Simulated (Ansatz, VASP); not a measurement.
**KMgF3 in VASP and in Ansatz**

INCAR

```
  PREC = Accurate
  ENCUT = 520
  EDIFF = 1E-6
  ISMEAR = 0
  SIGMA = 0.05
  LREAL = False
  LASPH = True
  NELM = 100
  ALGO = Normal
  ISIF = 2
  LWAVE = False
  LCHARG = False
  GGA = PS
  NBANDS = 24
```

File KPOINTS:

```
Automatic mesh
0
Gamma
  6 6 6
```

File POSCAR:

```
KMgF3
1.0
    3.9859000000      0.0000000000      0.0000000000
    0.0000000000      3.9859000000      0.0000000000
    0.0000000000      0.0000000000      3.9859000000
K Mg F
1 1 3
Direct
    0.5000000000      0.5000000000      0.5000000000
    0.0000000000      0.0000000000      0.0000000000
    0.5000000000     -0.0665257641     -0.0665257641
    0.0000000000      0.4334742359     -0.0665257641
    0.0000000000     -0.0665257641      0.4334742359
```

Input for Ansatz:

```yaml
crystal:
  lattice:
    - [3.9859, 0.0, 0.0]
    - [0.0, 3.9859, 0.0]
    - [0.0, 0.0, 3.9859]
  atoms:
    - { symbol: K, position: [0.5, 0.5, 0.5] }
    - { symbol: Mg, position: [0.0, 0.0, 0.0] }
    - { symbol: F, position: [0.5, -0.0665257641, -0.0665257641] }
    - { symbol: F, position: [0.0, 0.4334742359, -0.0665257641] }
    - { symbol: F, position: [0.0, -0.0665257641, 0.4334742359] }
basis:
  ecutwfc: 420
kpoints:
  mp_grid: { grid: [6, 6, 6] }
hamiltonian:
  xc: pbesol
scf:
  occupations: { method: gaussian, width: 0.05 }
output:
  forces: true
  stress: true
  eigenvalues: true
```

Change from the starting cell: all F atoms moved +0.375 Å, as atom 3 towards its neighbour atom 1 (K) at 2.818 Å.

Alike in both runs: task single point; functional PBEsol; k mesh 6 × 6 × 6; occupations gaussian, width 0.05 eV; no spin polarisation.

|  | VASP | Ansatz |
| --- | --- | --- |
| version | VASP 6.6.1 | Ansatz 0.2.0 |
| potentials or method | VASP PAW PBE potentials, release 64 (K_sv, Mg, F), cutoff 520 eV | scalar-relativistic, plane waves, PAW |
| valence electrons in the cell | 32 | 40 |

|  | VASP | Ansatz | Ansatz less VASP |
| --- | --- | --- | --- |
| gap on the k mesh at the Fermi level (eV) | 7.06 | 7.08 | +0.020 |
| least direct gap on the mesh (eV) | 7.38 | 7.40 | +0.018 |
| pressure (GPa) | 6.9 | 7.0 | +0.10 |
| traceless stress, the component that is largest in VASP (GPa) | -7.06 | -6.87 | +0.186 |
| rms of the force components (eV/Å) | 1.347 | 1.312 | -0.0342 |

VASP's potentials were made for PBE, not for PBEsol. Atom by atom the forces differ by 0.035 eV/Å (rms over components). The functional is the same, so the differences come from potentials, cutoffs and numerics. VASP's potentials hold 32 valence electrons a cell and Ansatz's 40, so a difference there can come from the potentials and not from the codes.
